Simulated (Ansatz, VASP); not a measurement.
**TaN in VASP and in Ansatz**

```xyz
2
Lattice="2.7140 0.0000 0.0000 0.0000 2.7140 0.0000 0.0000 0.0000 2.7140" Properties=species:S:1:pos:R:3 pbc="T T T"
Ta    0.0000    0.0000    0.0000
N     1.3570    1.3570    1.3570
```

Alike in both runs: task single point; functional PBE; k mesh 10 × 10 × 10; occupations fermi-dirac, width 0.05 eV; no spin polarisation.

```csv
,VASP,Ansatz
version,VASP 6.6.1,Ansatz 0.2.0
potentials or method,"VASP PAW PBE potentials, release 64 (Ta_sv_GW, N)",Ansatz PAW
plane-wave cutoff (eV),700,420
valence electrons in the cell,18,18
```

Ansatz gave:

- gap on the k mesh at the Fermi level (eV): none
- pressure (GPa): 13.2

Estimate VASP's values.

gap on the k mesh at the Fermi level (eV): none; pressure (GPa): 13.0.

A gap of «none» marks a metal or a gap that the smearing closes.

Neither program's run includes spin-orbit coupling.
